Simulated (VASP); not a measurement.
# Si3Ag (Fm-3m) in VASP: further runs

The runs below take Si3Ag through relaxation of cell and atoms, single point, with PBE.

Everything below comes from runs of VASP 6.6.1. Logs are shortened: lines on timing, memory, paths and dates and some standing lists are left out, and cuts for length are marked.

### Step 1. The cell of the first run

Symmetry: Fm-3m, No. 225, cubic system. The conventional cell has a = 6.760 Å, b = 6.760 Å, c = 6.760 Å, α = 90.00°, β = 90.00°, γ = 90.00°. Within 3.9 Å of Si (site symmetry m-3m) lie 8 Si at 2.93 Å and 6 Ag at 3.38 Å. Si (site symmetry -43m) has 10 Si at 2.93 to 3.38 Å and 4 Ag at 2.93 Å within 3.9 Å. Ag (site symmetry m-3m) has 14 Si at 2.93 to 3.38 Å within 3.9 Å.

The cell was generated, and may not be a known phase.

### Step 2. Relaxation of cell and atoms, PBE

The input, INCAR:

```
SYSTEM = Si3Ag
ALGO = Normal ; EDIFF = 1E-6
EDIFFG = -0.04 ; ENCUT = 600
GGA = PE ; IBRION = 2
ISIF = 3 ; ISMEAR = 0
LASPH = .TRUE. ; LCHARG = .FALSE.
LREAL = .FALSE. ; LWAVE = .FALSE.
NELM = 100 ; NSW = 90
PREC = Accurate ; SIGMA = 0.1
```

The input, KPOINTS:

```
k-points
0
G
  4 4 4
  0 0 0
```

The input, POSCAR:

```
Si3Ag
1.0
    0.0000000000      3.3799359600      3.3799359600
    3.3799359600      0.0000000000      3.3799359600
    3.3799359600      3.3799359600      0.0000000000
Si Ag
3 1
Direct
    0.0000000000      0.0000000000      0.0000000000
    0.2500000000      0.2500000000      0.2500000000
    0.7500000000      0.7500000000      0.7500000000
    0.5000000000      0.5000000000      0.5000000000
```

Potentials or basis: VASP PAW PBE potentials, release 64 (Si, Ag).

On the command line:

```bash
> cat potpaw_PBE.64/Si/POTCAR potpaw_PBE.64/Ag/POTCAR > POTCAR
> mpirun -np 1 vasp_std > vasp.out
```

OUTCAR:

```text
SYSTEM = Si3Ag
   EDIFF = 1E-6
   EDIFFG = -0.04
   ENCUT = 600
   GGA = PE
   IBRION = 2
   ISIF = 3
   ISMEAR = 0
   LASPH = .TRUE.
   LREAL = .FALSE.
   NELM = 100
   NSW = 90
   PREC = Accurate

 ion  position               nearest neighbor table
   1  0.000  0.000  0.000-   3 2.93   3 2.93   3 2.93   2 2.93   2 2.93   2 2.93   3 2.93   2 2.93

   2  0.250  0.250  0.250-   1 2.93   1 2.93   1 2.93   4 2.93   4 2.93   4 2.93   4 2.93   1 2.93

   3  0.750  0.750  0.750-   4 2.93   4 2.93   4 2.93   1 2.93   1 2.93   1 2.93   4 2.93   1 2.93

   4  0.500  0.500  0.500-   2 2.93   2 2.93   2 2.93   3 2.93   3 2.93   3 2.93   3 2.93   2 2.93

  LATTYP: Found a face centered cubic cell.
 ALAT       =     6.7598719200

  Lattice vectors:

 A1 = (   0.0000000000,   3.3799359600,   3.3799359600)
 A2 = (   3.3799359600,   0.0000000000,   3.3799359600)
 A3 = (   3.3799359600,   3.3799359600,   0.0000000000)

Analysis of symmetry for initial positions (statically):
=====================================================================
 Subroutine PRICEL returns:
 Original cell was already a primitive cell.

 Routine SETGRP: Setting up the symmetry group for a
 face centered cubic supercell.

 Subroutine GETGRP returns: Found 48 space group operations
 (whereof 48 operations were pure point group operations)
 out of a pool of 48 trial point group operations.

The static configuration has the point symmetry O_h .

Analysis of symmetry for dynamics (positions and initial velocities):
=====================================================================
 Subroutine PRICEL returns:
 Original cell was already a primitive cell.

 Routine SETGRP: Setting up the symmetry group for a
 face centered cubic supercell.

 Subroutine GETGRP returns: Found 48 space group operations
 (whereof 48 operations were pure point group operations)
 out of a pool of 48 trial point group operations.

The dynamic configuration has the point symmetry O_h .

 Subroutine INISYM returns: Found 48 space group operations
 (whereof 48 operations are pure point group operations),
 and found     1 'primitive' translations

----------------------------------------------------------------------------------------

                                     Primitive cell

  volume of cell :      77.2246

  direct lattice vectors                    reciprocal lattice vectors
     0.000000000  3.379935960  3.379935960    -0.147931797  0.147931797  0.147931797
     3.379935960  0.000000000  3.379935960     0.147931797 -0.147931797  0.147931797
     3.379935960  3.379935960  0.000000000     0.147931797  0.147931797 -0.147931797

  length of vectors
     4.779951275  4.779951275  4.779951275     0.256225388  0.256225388  0.256225388

  position of ions in fractional coordinates (direct lattice)
     0.000000000  0.000000000  0.000000000
     0.250000000  0.250000000  0.250000000
     0.750000000  0.750000000  0.750000000
     0.500000000  0.500000000  0.500000000

  ion indices of the primitive-cell ions
   primitive index   ion index
                 1           1
                 2           2
                 3           3
                 4           4

----------------------------------------------------------------------------------------

 KPOINTS: k-points

Automatic generation of k-mesh.
 Grid dimensions read from file:
 generate k-points for:    4    4    4

 Generating k-lattice:

  Cartesian coordinates                     Fractional coordinates (reciprocal lattice)
    -0.036982949  0.036982949  0.036982949     0.250000000  0.000000000  0.000000000
     0.036982949 -0.036982949  0.036982949     0.000000000  0.250000000  0.000000000
     0.036982949  0.036982949 -0.036982949     0.000000000  0.000000000  0.250000000

  Length of vectors
     0.064056347  0.064056347  0.064056347

  Shift w.r.t. Gamma in fractional coordinates (k-lattice)
     0.000000000  0.000000000  0.000000000

 Subroutine IBZKPT returns following result:
 ===========================================

 Found      8 irreducible k-points:

 Following reciprocal coordinates:
            Coordinates               Weight
  0.000000  0.000000  0.000000      1.000000
  0.250000  0.000000  0.000000      8.000000
  0.500000  0.000000  0.000000      4.000000
  0.250000  0.250000  0.000000      6.000000
  0.500000  0.250000  0.000000     24.000000
 -0.250000  0.250000  0.000000     12.000000
  0.500000  0.500000  0.000000      3.000000
 -0.250000  0.500000  0.250000      6.000000
   k-points           NKPTS =      8   k-points in BZ     NKDIM =      8   number of bands    NBANDS=     15
   number of dos      NEDOS =    301   number of ions     NIONS =      4
   total plane-waves  NPLWV =  64000
   dimension x,y,z NGX =    40 NGY =   40 NGZ =   40
   dimension x,y,z NGXF=    80 NGYF=   80 NGZF=   80
   ions per type =               3   1
   NGX,Y,Z   is equivalent  to a cutoff of  13.91, 13.91, 13.91 a.u.
   NGXF,Y,Z  is equivalent  to a cutoff of  27.82, 27.82, 27.82 a.u.
 SYSTEM =  Si3Ag
   PREC   = accura    normal or accurate (medium, high low for compatibility)
   ISTART =      0    job   : 0-new  1-cont  2-samecut
   ICHARG =      2    charge: 1-file 2-atom 10-const
   ISPIN  =      1    spin polarized calculation?
   LNONCOLLINEAR =      F non collinear calculations
   LSORBIT =      F    spin-orbit coupling
   LASPH  =      T    aspherical Exc in radial PAW
   ENCUT  =  600.0 eV  44.10 Ry    6.64 a.u.   9.55  9.55  9.55*2*pi/ulx,y,z
   NELM   =    100;   NELMIN=  2; NELMDL= -5     # of ELM steps
   EDIFF  = 0.1E-05   stopping-criterion for ELM
   LREAL  =      F    real-space projection
   EDIFFG = -.4E-01   stopping-criterion for IOM
   NSW    =     90    number of steps for IOM
   IBRION =      2    ionic relax: 0-MD 1-quasi-New 2-CG
   NFREE  =      1    steps in history (QN), initial steepest desc. (CG)
   ISIF   =      3    stress and relaxation
   ISYM   =      2    0-nonsym 1-usesym 2-fastsym
   POTIM  = 0.5000    time-step for ionic-motion
   TEBEG  =    0.0;   TEEND  =   0.0 temperature during run
   PSTRESS=    0.0 pullay stress
   NELECT =      23.0000    total number of electrons
   NUPDOWN=      -1.0000    fix difference up-down
   EMIN   =  10.00;   EMAX   =-10.00  energy-range for DOS
   EFERMI =   0.00;   METHOD = LEGACY
   ISMEAR =     0;   SIGMA  =   0.10  broadening in eV -4-tet -1-fermi 0-gaus
   EFERMI_NEDOS =   21; number of points for ismear=-14 and -15
   IALGO  =     38    algorithm
   IMIX   =      4    mixing-type and parameters
     AMIX     =   0.40;   BMIX     =  1.00
     AMIX_MAG =   1.60;   BMIX_MAG =  1.00
  volume/ion in A,a.u.               =      19.31       130.28
  Fermi-wavevector in a.u.,A,eV,Ry     =   1.093282  2.066004 16.262583  1.195266
  Thomas-Fermi vector in A             =   2.229565
   LORBIT       =      0    0 simple, 1 ext, 2 COOP (PROOUT), +10 PAW based schemes
   GGA     = PE    functional components
   LHFCALC =     F    Hartree Fock is set to
   AEXX    =    0.0000 exact exchange contribution
   IVDW    =     0    specifies the selected vdW correction
   LEPSILON=     F    determine dielectric tensor
   LRPA    =     F    only Hartree local field effects (RPA)
 conjugate gradient relaxation of ions
 non-spin polarized calculation
 Gauss-broadening in eV      SIGMA  =   0.10
  energy-cutoff  :      600.00
  volume of cell :       77.22
 maximum number of plane-waves:      2637
 NGX is ok and might be reduce to    40
   NGX = 19   NGY = 19   NGZ = 19

--------------------------------------- Ionic step        1  -------------------------------------------

 number of electron      23.0000000 magnetization

 Free energy of the ion-electron system (eV)
  ---------------------------------------------------
  ext. energy  EPLUGINS =         0.00000000
  ---------------------------------------------------
  free energy    TOTEN  =       -16.24848254 eV

  energy without entropy =      -16.24455293  energy(sigma->0) =      -16.24651773

------------------------ aborting loop because EDIFF is reached ----------------------------------------

  FORCE on cell =-STRESS in cart. coord.  units (eV):
  Direction    XX          YY          ZZ          XY          YZ          ZX
  --------------------------------------------------------------------------------------
  -------------------------------------------------------------------------------------
  Total       -4.6231177     -4.6231177     -4.6231177      0.0000000      0.0000000      0.0000000
  in kB      -95.9157928    -95.9157928    -95.9157928      0.0000000      0.0000000      0.0000000
  external PRESSURE =     -95.9157928 kB  Pullay stress =       0.0000000 kB
[... 61 lines left out ...]
  energy  without entropy=      -16.6209584491  energy(sigma->0) =      -16.62288864

--------------------------------------- Ionic step        3  -------------------------------------------

 number of electron      23.0000002 magnetization

 Free energy of the ion-electron system (eV)
  ---------------------------------------------------
  ext. energy  EPLUGINS =         0.00000000
  ---------------------------------------------------
  free energy    TOTEN  =       -16.63097647 eV

  energy without entropy =      -16.62710764  energy(sigma->0) =      -16.62904206

 E-fermi :   8.5256     XC(G=0): -11.0979

 val. band max:        8.4504193413   @ k =  -0.2500   0.5000   0.2500
 cond. band min:       9.0112421268   @ k =   0.5000   0.2500   0.0000
 fundamental gap:      0.5608227855
 Fermi energy:         8.5256263091

 k-point     1 :       0.0000    0.0000    0.0000
  band No.  band energies     occupation
      1      -3.7840      2.00000
      2       2.6622      2.00000
      3       2.6622      2.00000
      4       2.6622      2.00000
      5       3.4608      2.00000
      6       3.4608      2.00000
      7       4.6462      2.00000
      8       6.5937      2.00000
      9       7.0107      2.00000
     10       7.0107      2.00000
     11       7.0107      2.00000
     12       8.3683      1.97393
     13       8.3683      1.97393
     14       8.3683      1.97393
     15      10.3844      0.00000
[... 155 lines left out ...]
  FREE ENERGIE OF THE ION-ELECTRON SYSTEM (eV)
  ---------------------------------------------------
  free  energy   TOTEN  =       -16.6309764718 eV

  energy  without entropy=      -16.6271076418  energy(sigma->0) =      -16.62904206

 reached required accuracy - stopping structural energy minimisation
```

It took 66 s on 1 thread of Intel Xeon 8259CL, shared host; peak memory 0.24 GiB.

What came out:

* Free energy: -16.6310 eV
* Relaxed volume: 16.54 Å³/atom
* Relaxed cell: a = 4.540 Å, b = 4.540 Å, c = 4.540 Å, α = 60.00°, β = 60.00°, γ = 60.00°
* Space group after relaxing (to 0.1 Å): Fm-3m (No. 225)
* Energy gained by relaxing: 95.6 meV/atom
* Ionic steps: 3
* Pressure after relaxing: 0.0 GPa
* Band gap on the k mesh: zero (an odd number of electrons rules out a gap without spin polarisation)

Step by step:
```
step  energy change (eV)  largest force (eV/Å)  pressure (GPa)  volume (Å³)
   1              0.0000                0.0000           -9.59        77.22
   2             -0.3763                0.0000            1.69        65.01
   3             -0.3825                0.0000            0.03        66.18
```

Final structure:
```yaml
crystal:
  lattice:
    - [0.00000, 3.21042, 3.21042]
    - [3.21042, 0.00000, 3.21042]
    - [3.21042, 3.21042, 0.00000]
  atoms:
    - { symbol: Si, position: [0.00000, 0.00000, 0.00000] }
    - { symbol: Si, position: [0.25000, 0.25000, 0.25000] }
    - { symbol: Si, position: [0.75000, 0.75000, 0.75000] }
    - { symbol: Ag, position: [0.50000, 0.50000, 0.50000] }
```

Caveat: the k points lie up to 0.42 Å⁻¹ apart in the final cell, too coarse for converged energies and pressures of a metal.

### Step 3. Relaxation of cell and atoms, PBE

This run uses another cell than the first one, of 16.62 Å³/atom.

The input, INCAR:

```
SYSTEM = Si3Ag
PREC = Accurate ; ENCUT = 600
EDIFF = 1E-6 ; ISMEAR = 0
SIGMA = 0.1 ; LREAL = .FALSE.
LASPH = .TRUE. ; NELM = 60
ALGO = Normal ; ISIF = 3
LWAVE = .FALSE. ; LCHARG = .FALSE.
GGA = PE ; IBRION = 2
NSW = 90 ; EDIFFG = -0.04
```

The input, KPOINTS:

```
regular mesh
0
G
  6 6 6
  0 0 0
```

The input, POSCAR:

```
Si3Ag
1.0
    0.0000000000      3.2151640820      3.2151640820
    3.2151640820      0.0000000000      3.2151640820
    3.2151640820      3.2151640820      0.0000000000
Si Ag
3 1
Direct
    0.0000000000      0.0000000000      0.0000000000
    0.2500000000      0.2500000000      0.2500000000
    0.7500000000      0.7500000000      0.7500000000
    0.5000000000      0.5000000000      0.5000000000
```

Potentials or basis: VASP PAW PBE potentials, release 64 (Si, Ag).

On the command line:

```bash
> cat potpaw_PBE.64/Si/POTCAR potpaw_PBE.64/Ag/POTCAR > POTCAR
> mpirun -np 1 vasp_std > vasp.out
```

OUTCAR:

```text
SYSTEM = Si3Ag
   PREC = Accurate
   ENCUT = 600
   EDIFF = 1E-6
   ISMEAR = 0
   LREAL = .FALSE.
   LASPH = .TRUE.
   NELM = 60
   ISIF = 3
   GGA = PE
   IBRION = 2
   NSW = 90
   EDIFFG = -0.04

 ion  position               nearest neighbor table
   1  0.000  0.000  0.000-   2 2.78   3 2.78   3 2.78   3 2.78   3 2.78   2 2.78   2 2.78   2 2.78
                             4 3.22   4 3.22   4 3.22   4 3.22   4 3.22   4 3.22
   2  0.250  0.250  0.250-   1 2.78   4 2.78   1 2.78   1 2.78   1 2.78   4 2.78   4 2.78   4 2.78

   3  0.750  0.750  0.750-   1 2.78   4 2.78   4 2.78   4 2.78   4 2.78   1 2.78   1 2.78   1 2.78

   4  0.500  0.500  0.500-   2 2.78   3 2.78   2 2.78   2 2.78   2 2.78   3 2.78   3 2.78   3 2.78
                             1 3.22   1 3.22   1 3.22   1 3.22   1 3.22   1 3.22

  LATTYP: Found a face centered cubic cell.
 ALAT       =     6.4303281640

  Lattice vectors:

 A1 = (   0.0000000000,   3.2151640820,   3.2151640820)
 A2 = (   3.2151640820,   0.0000000000,   3.2151640820)
 A3 = (   3.2151640820,   3.2151640820,   0.0000000000)

Analysis of symmetry for initial positions (statically):
=====================================================================
 Subroutine PRICEL returns:
 Original cell was already a primitive cell.

 Routine SETGRP: Setting up the symmetry group for a
 face centered cubic supercell.
[... 159 lines left out ...]
  ext. energy  EPLUGINS =         0.00000000
  ---------------------------------------------------
  free energy    TOTEN  =       -16.76874574 eV

  energy without entropy =      -16.76044530  energy(sigma->0) =      -16.76459552

------------------------ aborting loop because EDIFF is reached ----------------------------------------

  FORCE on cell =-STRESS in cart. coord.  units (eV):
  Direction    XX          YY          ZZ          XY          YZ          ZX
  --------------------------------------------------------------------------------------
  -------------------------------------------------------------------------------------
  Total       -0.7073592     -0.7073592     -0.7073592      0.0000000     -0.0000000      0.0000000
  in kB      -17.0494823    -17.0494823    -17.0494823      0.0000000     -0.0000000      0.0000000
  external PRESSURE =     -17.0494823 kB  Pullay stress =       0.0000000 kB
[... 63 lines left out ...]
--------------------------------------- Ionic step        3  -------------------------------------------

 number of electron      22.9999999 magnetization

 Free energy of the ion-electron system (eV)
  ---------------------------------------------------
  ext. energy  EPLUGINS =         0.00000000
  ---------------------------------------------------
  free energy    TOTEN  =       -16.77564162 eV

  energy without entropy =      -16.76729273  energy(sigma->0) =      -16.77146717

 E-fermi :   8.8390     XC(G=0): -11.1640

 val. band max:        8.7169723453   @ k =  -0.3333   0.1667   0.0000
 cond. band min:       8.8959130458   @ k =   0.5000   0.1667   0.0000
 fundamental gap:      0.1789407005
 Fermi energy:         8.8390418980

 k-point     1 :       0.0000    0.0000    0.0000
  band No.  band energies     occupation
      1      -3.7143      2.00000
      2       2.7919      2.00000
      3       2.7919      2.00000
      4       2.7919      2.00000
      5       3.6330      2.00000
      6       3.6330      2.00000
      7       4.8320      2.00000
      8       6.9140      2.00000
      9       7.1995      2.00000
     10       7.1995      2.00000
     11       7.1995      2.00000
     12       8.5593      1.99992
     13       8.5593      1.99992
     14       8.5593      1.99992
[... 300 lines left out ...]
  FREE ENERGIE OF THE ION-ELECTRON SYSTEM (eV)
  ---------------------------------------------------
  free  energy   TOTEN  =       -16.7756416157 eV

  energy  without entropy=      -16.7672927315  energy(sigma->0) =      -16.77146717

 reached required accuracy - stopping structural energy minimisation
```

CONTCAR:

```text
Si3Ag
   1.00000000000000
    -0.0000000000000000    3.1944278682906697    3.1944278682906697
     3.1944278682906697   -0.0000000000000000    3.1944278682906697
     3.1944278682906697    3.1944278682906697    0.0000000000000000
  Si              Ag
     3     1
Direct
     0.0000000000000000    0.0000000000000000    0.0000000000000000
     0.2500000000000000    0.2500000000000000    0.2500000000000000
     0.7500000000000000    0.7500000000000000    0.7500000000000000
     0.5000000000000000    0.5000000000000000    0.5000000000000000

  0.00000000E+00  0.00000000E+00  0.00000000E+00
  0.00000000E+00  0.00000000E+00  0.00000000E+00
  0.00000000E+00  0.00000000E+00  0.00000000E+00
  0.00000000E+00  0.00000000E+00  0.00000000E+00
```

Wall time 64 s (1 thread of Intel Xeon 8259CL, shared host); peak memory 0.22 GiB.

Results:

* Free energy: -16.7756 eV
* Relaxed volume: 16.30 Å³/atom
* Relaxed cell: a = 4.518 Å, b = 4.518 Å, c = 4.518 Å, α = 60.00°, β = 60.00°, γ = 60.00°
* Space group after relaxing (to 0.1 Å): Fm-3m (No. 225)
* Energy gained by relaxing: 1.7 meV/atom
* Ionic steps: 3
* Pressure after relaxing: 0.0 GPa
* Band gap on the k mesh: zero (an odd number of electrons rules out a gap without spin polarisation)

Step by step:
| step | energy change (eV) | largest force (eV/Å) | pressure (GPa) | volume (Å³) |
| --- | --- | --- | --- | --- |
| 1 | 0.0000 | 0.0000 | -1.70 | 66.47 |
| 2 | -0.0062 | 0.0000 | 0.60 | 64.79 |
| 3 | -0.0069 | 0.0000 | -0.01 | 65.19 |

Final structure:
```xyz
4
Lattice="0.0000 3.1944 3.1944 3.1944 0.0000 3.1944 3.1944 3.1944 0.0000" Properties=species:S:1:pos:R:3 pbc="T T T"
Si    0.0000    0.0000    0.0000
Si    1.5972    1.5972    1.5972
Si    4.7916    4.7916    4.7916
Ag    3.1944    3.1944    3.1944
```

[end of part 1 of 2]

The gap in the log of VASP goes by the Fermi energy; the results here count the filled bands.